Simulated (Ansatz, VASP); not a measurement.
One calculation of Bi, two programs

Contents of INCAR:

```
ALGO = Fast ; EDIFF = 1E-6
ENCUT = 520 ; GGA = PE
ISIF = 2 ; ISMEAR = -1
LASPH = True ; LCHARG = True
LELF = True ; LREAL = False
LVHAR = True ; LWAVE = False
NBANDS = 22 ; NELM = 80
PREC = Accurate ; SIGMA = 0.05
```

Contents of KPOINTS:

```
k-points
0
Gamma
  8 8 4
```

Contents of POSCAR:

```
Bi
1.0
    3.2166415224      0.0000000000      0.0000000000
    0.0000000000      3.2000209013      0.0000000000
   -0.0799148974      0.0000000000      6.4006399093
Bi
2
Direct
    0.5442472500      0.0000000000      0.7495778900
    0.4557527500      0.0000000000      0.2504221100
```

Contents of input.yaml:

```yaml
crystal:
  lattice:
    - [3.2166415224, 0.0, 0.0]
    - [0.0, 3.2000209013, 0.0]
    - [-0.0799148974, 0.0, 6.4006399093]
  atoms:
    - { symbol: Bi, position: [0.54424725, 0.0, 0.74957789] }
    - { symbol: Bi, position: [0.45575275, 0.0, 0.25042211] }
hamiltonian:
  xc: pbe
  pseudopotentials: { kind: paw }
kpoints:
  mp_grid: { grid: [8, 8, 4] }
scf:
  occupations: { method: fermi_dirac, width: 0.05 }
output:
  forces: true
  stress: true
  eigenvalues: true
  write_density: true
  write_potential: true
  elf: true
  volumetric_format: npy
```

Alike in both runs: task single point; functional PBE; k mesh 8 × 8 × 4; occupations fermi-dirac, width 0.05 eV; no spin polarisation.

|  | VASP | Ansatz |
| --- | --- | --- |
| version | VASP 6.6.1 | Ansatz 0.2.0 |
| potentials or method | VASP PAW PBE potentials, release 64 (Bi_d) | Ansatz PAW |
| plane-wave cutoff (eV) | 520 | 420 |
| valence electrons in the cell | 30 | 30 |

|  | VASP | Ansatz | Ansatz less VASP |
| --- | --- | --- | --- |
| gap on the k mesh at the Fermi level (eV) | none | none | - |
| pressure (GPa) | 3.3 | 3.3 | +0.03 |
| traceless stress, the component that is largest in VASP (GPa) | 0.64 | 0.64 | +0.001 |
| rms of the force components (eV/Å) | 0.012 | 0.012 | +0.0001 |

Atom by atom the forces differ by 0.000 eV/Å (rms over components). A gap of «none» marks a metal or a gap that the smearing closes. The functional is the same, so the differences come from potentials, cutoffs and numerics.

Spin-orbit coupling is off throughout.
